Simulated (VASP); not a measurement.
# Hg (P6_3/mmc) in VASP: further runs

Runs on Hg. Level: PBE+D3(BJ). Tasks: single point.

Everything below comes from runs of VASP 6.6.1. Logs are shortened: lines on timing, memory, paths and dates and some standing lists are left out, and cuts for length are marked.

## 1. The cell of the first run

The structure is hexagonal, space group P6_3/mmc (No. 194). The conventional cell has a = 3.354 Å, b = 3.354 Å, c = 5.848 Å, α = 90.00°, β = 90.00°, γ = 120.00°. Within 4.4 Å of Hg (site symmetry -6m2) lie 12 Hg at 3.35 to 3.51 Å.

## 2. Single point, PBE+D3(BJ)

Input file INCAR:

```
SYSTEM = Hg
PREC = Accurate
ENCUT = 520
EDIFF = 1E-6
ISMEAR = 0
SIGMA = 0.15
LREAL = .False.
LASPH = .True.
NELM = 100
ALGO = Normal
ISIF = 2
LWAVE = .False.
LCHARG = .True.
GGA = PE
IVDW = 12
LELF = .True.
LVHAR = .True.
NBANDS = 19
```

Input file KPOINTS:

```
Automatic mesh
0
Gamma
  18 18 10
  0 0 0
```

Input file POSCAR:

```
Hg
1.0
    3.3535564490      0.0000000000      0.0000000000
   -1.6767782245      2.9042650779      0.0000000000
    0.0000000000      0.0000000000      5.8475437215
Hg
2
Direct
    0.6666666667      0.3333333333      0.7500000000
    0.3333333333      0.6666666667      0.2500000000
```

Potentials or basis: VASP PAW PBE potentials, release 64 (Hg).

On the command line:

```console
$ cat potpaw_PBE.64/Hg/POTCAR > POTCAR
$ mpirun -np 1 vasp_std > vasp.out
```

OUTCAR:

```text
SYSTEM = Hg
   PREC = Accurate
   ENCUT = 520
   EDIFF = 1E-6
   ISMEAR = 0
   LREAL = .False.
   LASPH = .True.
   NELM = 100
   ISIF = 2
   GGA = PE
   IVDW = 12
 IVDW          = 12

 ion  position               nearest neighbor table
   1  0.667  0.333  0.750-   2 3.51   2 3.51   2 3.51   2 3.51   2 3.51   2 3.51
   2  0.333  0.667  0.250-   1 3.51   1 3.51   1 3.51   1 3.51   1 3.51   1 3.51

  LATTYP: Found a hexagonal cell.
 ALAT       =     3.3535564490
 C/A-ratio  =     1.7436842977

  Lattice vectors:

 A1 = (   3.3535564490,   0.0000000000,   0.0000000000)
 A2 = (  -1.6767782245,   2.9042650779,   0.0000000000)
 A3 = (   0.0000000000,   0.0000000000,   5.8475437215)

Analysis of symmetry for initial positions (statically):
=====================================================================
 Subroutine PRICEL returns:
 Original cell was already a primitive cell.

 Routine SETGRP: Setting up the symmetry group for a
 hexagonal supercell.

 Subroutine GETGRP returns: Found 24 space group operations
 (whereof 12 operations were pure point group operations)
 out of a pool of 24 trial point group operations.

The static configuration has the point symmetry D_3d.
 The point group associated with its full space group is D_6h.

Analysis of symmetry for dynamics (positions and initial velocities):
=====================================================================
 Subroutine PRICEL returns:
 Original cell was already a primitive cell.

 Routine SETGRP: Setting up the symmetry group for a
 hexagonal supercell.

 Subroutine GETGRP returns: Found 24 space group operations
 (whereof 12 operations were pure point group operations)
 out of a pool of 24 trial point group operations.

The dynamic configuration has the point symmetry D_3d.
 The point group associated with its full space group is D_6h.

 Subroutine INISYM returns: Found 24 space group operations
 (whereof 12 operations are pure point group operations),
 and found     1 'primitive' translations

----------------------------------------------------------------------------------------

                                     Primitive cell

  volume of cell :      56.9528

  direct lattice vectors                    reciprocal lattice vectors
     3.353556449  0.000000000  0.000000000     0.298190895  0.172160594  0.000000000
    -1.676778225  2.904265078  0.000000000     0.000000000  0.344321187  0.000000000
     0.000000000  0.000000000  5.847543722     0.000000000  0.000000000  0.171011975

  length of vectors
     3.353556449  3.353556449  5.847543722     0.344321187  0.344321187  0.171011975

  position of ions in fractional coordinates (direct lattice)
     0.666666667  0.333333333  0.750000000
     0.333333333  0.666666667  0.250000000

  ion indices of the primitive-cell ions
   primitive index   ion index
                 1           1
                 2           2

----------------------------------------------------------------------------------------

 KPOINTS: Automatic mesh

Automatic generation of k-mesh.
 Grid dimensions read from file:
 generate k-points for:   18   18   10

 Generating k-lattice:

  Cartesian coordinates                     Fractional coordinates (reciprocal lattice)
     0.016566161  0.009564477  0.000000000     0.055555556  0.000000000  0.000000000
     0.000000000  0.019128955  0.000000000     0.000000000  0.055555556  0.000000000
     0.000000000  0.000000000  0.017101197     0.000000000  0.000000000  0.100000000

  Length of vectors
     0.019128955  0.019128955  0.017101197

  Shift w.r.t. Gamma in fractional coordinates (k-lattice)
     0.000000000  0.000000000  0.000000000

 Subroutine IBZKPT returns following result:
 ===========================================

 Found    222 irreducible k-points:

 Following reciprocal coordinates:
            Coordinates               Weight
  0.000000  0.000000  0.000000      1.000000
  0.055556 -0.000000  0.000000      6.000000
  0.111111 -0.000000  0.000000      6.000000
  0.166667 -0.000000  0.000000      6.000000
  0.222222 -0.000000  0.000000      6.000000
  0.277778 -0.000000  0.000000      6.000000
[... 16 lines left out ...]
  0.333333  0.111111  0.000000     12.000000
  0.388889  0.111111  0.000000     12.000000
 [... further k-points ...]
   k-points           NKPTS =    222   k-points in BZ     NKDIM =    222   number of bands    NBANDS=     19
   number of dos      NEDOS =    301   number of ions     NIONS =      2
   total plane-waves  NPLWV =  37632
   dimension x,y,z NGX =    28 NGY =   28 NGZ =   48
   dimension x,y,z NGXF=    56 NGYF=   56 NGZF=   96
   ions per type =               2
   NGX,Y,Z   is equivalent  to a cutoff of  13.88, 13.88, 13.65 a.u.
   NGXF,Y,Z  is equivalent  to a cutoff of  27.76, 27.76, 27.29 a.u.
 SYSTEM =  Hg
   PREC   = accura    normal or accurate (medium, high low for compatibility)
   ISTART =      0    job   : 0-new  1-cont  2-samecut
   ICHARG =      2    charge: 1-file 2-atom 10-const
   ISPIN  =      1    spin polarized calculation?
   LNONCOLLINEAR =      F non collinear calculations
   LSORBIT =      F    spin-orbit coupling
   LASPH  =      T    aspherical Exc in radial PAW
   ENCUT  =  520.0 eV  38.22 Ry    6.18 a.u.   6.24  6.24 10.87*2*pi/ulx,y,z
   NELM   =    100;   NELMIN=  2; NELMDL= -5     # of ELM steps
   EDIFF  = 0.1E-05   stopping-criterion for ELM
   LREAL  =      F    real-space projection
   EDIFFG = 0.1E-04   stopping-criterion for IOM
   NSW    =      0    number of steps for IOM
   IBRION =     -1    ionic relax: 0-MD 1-quasi-New 2-CG
   NFREE  =      0    steps in history (QN), initial steepest desc. (CG)
   ISIF   =      2    stress and relaxation
   ISYM   =      2    0-nonsym 1-usesym 2-fastsym
   POTIM  = 0.5000    time-step for ionic-motion
   TEBEG  =    0.0;   TEEND  =   0.0 temperature during run
   PSTRESS=    0.0 pullay stress
   NELECT =      24.0000    total number of electrons
   NUPDOWN=      -1.0000    fix difference up-down
   EMIN   =  10.00;   EMAX   =-10.00  energy-range for DOS
   EFERMI =   0.00;   METHOD = LEGACY
   ISMEAR =     0;   SIGMA  =   0.15  broadening in eV -4-tet -1-fermi 0-gaus
   EFERMI_NEDOS =   21; number of points for ismear=-14 and -15
   IALGO  =     38    algorithm
   IMIX   =      4    mixing-type and parameters
     AMIX     =   0.40;   BMIX     =  1.00
     AMIX_MAG =   1.60;   BMIX_MAG =  1.00
  volume/ion in A,a.u.               =      28.48       192.17
  Fermi-wavevector in a.u.,A,eV,Ry     =   1.227364  2.319382 20.496128  1.506423
  Thomas-Fermi vector in A             =   2.362330
   LORBIT       =      0    0 simple, 1 ext, 2 COOP (PROOUT), +10 PAW based schemes
   GGA     = PE    functional components
   LHFCALC =     F    Hartree Fock is set to
   AEXX    =    0.0000 exact exchange contribution
   IVDW    =    12    specifies the selected vdW correction
   LEPSILON=     F    determine dielectric tensor
   LRPA    =     F    only Hartree local field effects (RPA)
 non-spin polarized calculation
 Gauss-broadening in eV      SIGMA  =   0.15
  energy-cutoff  :      520.00
  volume of cell :       56.95
 maximum number of plane-waves:      1569
 NGX is ok and might be reduce to    28
   NGX = 13   NGY = 13   NGZ = 21

 number of electron      24.0000001 magnetization

 Free energy of the ion-electron system (eV)
  ---------------------------------------------------
  ext. energy  EPLUGINS =         0.00000000
  ---------------------------------------------------
  free energy    TOTEN  =        -0.34197057 eV

  energy without entropy =       -0.33839031  energy(sigma->0) =       -0.34018044

 E-fermi :   1.0039     XC(G=0):  -9.8320

 val. band max:        0.9731663815   @ k =   0.2778   0.2778   0.0000
 cond. band min:       1.0095205709   @ k =   0.2778   0.2222   0.0000
 fundamental gap:      0.0363541894
 Fermi energy:         1.0038857157

 k-point     1 :       0.0000    0.0000    0.0000
  band No.  band energies     occupation
      1      -6.2437      2.00000
      2      -5.7614      2.00000
      3      -5.1835      2.00000
      4      -5.0338      2.00000
      5      -5.0338      2.00000
      6      -4.9669      2.00000
[... 11 lines left out ...]
     18      15.2033      0.00000
     19      15.2033      0.00000

 k-point     2 :       0.0556   -0.0000    0.0000
  band No.  band energies     occupation
      1      -6.1788      2.00000
      2      -5.7281      2.00000
      3      -5.1809      2.00000
      4      -5.0344      2.00000
      5      -5.0105      2.00000
      6      -4.9744      2.00000
[... 11 lines left out ...]
     18      15.4324      0.00000
     19      15.4934      0.00000

 k-point     3 :       0.1111   -0.0000    0.0000
  band No.  band energies     occupation
      1      -5.9913      2.00000
      2      -5.6390      2.00000
      3      -5.1799      2.00000
      4      -5.0282      2.00000
      5      -4.9826      2.00000
      6      -4.9425      2.00000
[... 11 lines left out ...]
     18      14.9362      0.00000
     19      15.5987      0.00000

 k-point     4 :       0.1667   -0.0000    0.0000
  band No.  band energies     occupation
      1      -5.7191      2.00000
      2      -5.5339      2.00000
      3      -5.1728      2.00000
      4      -5.0242      2.00000
      5      -4.9197      2.00000
      6      -4.8549      2.00000
[... 407 lines left out ...]
     18      11.6324      0.00000
     19      13.1013      0.00000

 k-point    23 :       0.3333    0.1111    0.0000
  band No.  band energies     occupation
      1      -5.5452      2.00000
      2      -5.3957      2.00000
      3      -5.3392      2.00000
      4      -4.9804      2.00000
      5      -4.8615      2.00000
      6      -4.8410      2.00000
[... 11 lines left out ...]
     18      11.2249      0.00000
     19      12.8364      0.00000

 k-point    24 :       0.3889    0.1111    0.0000
  band No.  band energies     occupation
      1      -5.5825      2.00000
      2      -5.4262      2.00000
      3      -5.3960      2.00000
      4      -4.9805      2.00000
      5      -4.8884      2.00000
      6      -4.8154      2.00000
[... 11 lines left out ...]
     18      10.9685      0.00000
     19      12.6763      0.00000

 [... further k-points ...]

------------------------ aborting loop because EDIFF is reached ----------------------------------------

 Edisp (eV)   -0.73639

 E8    (eV) :    -0.3349

  FORCE on cell =-STRESS in cart. coord.  units (eV):
  Direction    XX          YY          ZZ          XY          YZ          ZX
  --------------------------------------------------------------------------------------
  -------------------------------------------------------------------------------------
  Total      -0.20024    -0.20024    -0.70301     0.00000     0.00000     0.00000
  in kB      -5.63299    -5.63299   -19.77682     0.00000     0.00000     0.00000
  external pressure =      -10.35 kB  Pullay stress =        0.00 kB

 VOLUME and BASIS-vectors are now :
 -----------------------------------------------------------------------------
  energy-cutoff  :      520.00
  volume of cell :       56.95
      direct lattice vectors                 reciprocal lattice vectors
     3.353556449  0.000000000  0.000000000     0.298190895  0.172160594  0.000000000
    -1.676778225  2.904265078  0.000000000     0.000000000  0.344321187  0.000000000
     0.000000000  0.000000000  5.847543722     0.000000000  0.000000000  0.171011975

 POSITION                                       TOTAL-FORCE (eV/Angst)
 -----------------------------------------------------------------------------------
      1.67678      0.96809      4.38566         0.000000      0.000000      0.000000
     -0.00000      1.93618      1.46189         0.000000      0.000000      0.000000
 -----------------------------------------------------------------------------------
    total drift:                               -0.000000      0.000000     -0.000000

  FREE ENERGIE OF THE ION-ELECTRON SYSTEM (eV)
  ---------------------------------------------------
  free  energy   TOTEN  =        -1.0783593803 eV

  energy  without entropy=       -1.0747791209  energy(sigma->0) =       -1.07656925
```

Wall time 93 s (1 thread of Intel Xeon Platinum 8559C (Emerald Rapids), shared host); peak memory 0.34 GiB.

What came out:

| Item | Value |
| --- | --- |
| Free energy | -1.0784 eV |
| Pressure | -1.0 GPa |
| Band gap on the k mesh | zero (band 12 reaches 1.01 eV, above the bottom of band 13 at 0.35 eV) |
| Dispersion energy per atom | -0.368 eV |

Caveat: spin-orbit coupling is left out, which moves the levels of the heavy elements; pairwise dispersion overbinds metals, which lowers pressure and volume.

[end of part 1 of 2]
